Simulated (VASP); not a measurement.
Write the native input for VASP 6.6.1 that does the following.

- Task: single point
- Functional: PBE
- Potentials or basis: VASP PAW PBE potentials, release 64 (Tb_3, W_sv, O), 4f in core
- Cutoff: 600 eV
- k mesh: 6 × 6 × 6
- Occupations: gaussian, width 0.1 eV
- Spin: no spin polarisation
- Dipole correction: no
- Further INCAR settings: ALGO = Normal; EDIFF = 1e-06; NBANDS = 37

The structure of Tb4WO lies in POSCAR:

```
Tb4WO
1.0
    2.7454203936      1.5850692033      5.5618111630
   -2.7454203936      1.5850692033      5.5618111630
    0.0000000000     -3.1701384066      5.5618111630
Tb W O
4 1 1
Direct
    0.3745814036      0.3745814036      0.3745814036
    0.8328307696      0.8328307696      0.8328307696
    0.1671692304      0.1671692304      0.1671692304
    0.6254185964      0.6254185964      0.6254185964
    0.0000000000      0.0000000000      0.0000000000
    0.5000000000      0.5000000000      0.5000000000
```

The cell was generated, and may not be a known phase.

These files were run (other wordings do the same):

INCAR

```
SYSTEM = Tb4WO
PREC = Accurate
ENCUT = 600
EDIFF = 1E-6
ISMEAR = 0
SIGMA = 0.1
LREAL = .False.
LASPH = .True.
NELM = 200
ALGO = Normal
ISIF = 2
LWAVE = .False.
LCHARG = .False.
GGA = PE
NBANDS = 37
GGA_COMPAT = .False.
LMAXMIX = 6
```

KPOINTS

```
regular mesh
0
Gamma
  6 6 6
  0 0 0
```

Potentials or basis: VASP PAW PBE potentials, release 64 (Tb_3, W_sv, O), 4f in core.

Launch:

```bash
$ cat potpaw_PBE.64/Tb_3/POTCAR potpaw_PBE.64/W_sv/POTCAR potpaw_PBE.64/O/POTCAR > POTCAR
$ mpirun -np 1 vasp_std > vasp.out
```

Results of the run:

- Pressure: 0.5 GPa
- Largest force: 0.174 eV/Å
- Band gap on the k mesh: zero (bands 28 and 29 overlap by 0.49 eV)

Caveat: spin-orbit coupling is left out, which moves the levels of the heavy elements; the 4f electrons are frozen in the core, so they carry no moment and show no levels; the run has no spin polarisation, though such a crystal can be magnetic.

It took 8.5 min on 1 thread of AMD EPYC 7R43 64-Core Processor (Zen 3), with other jobs on the host, peak memory 0.46 GiB.
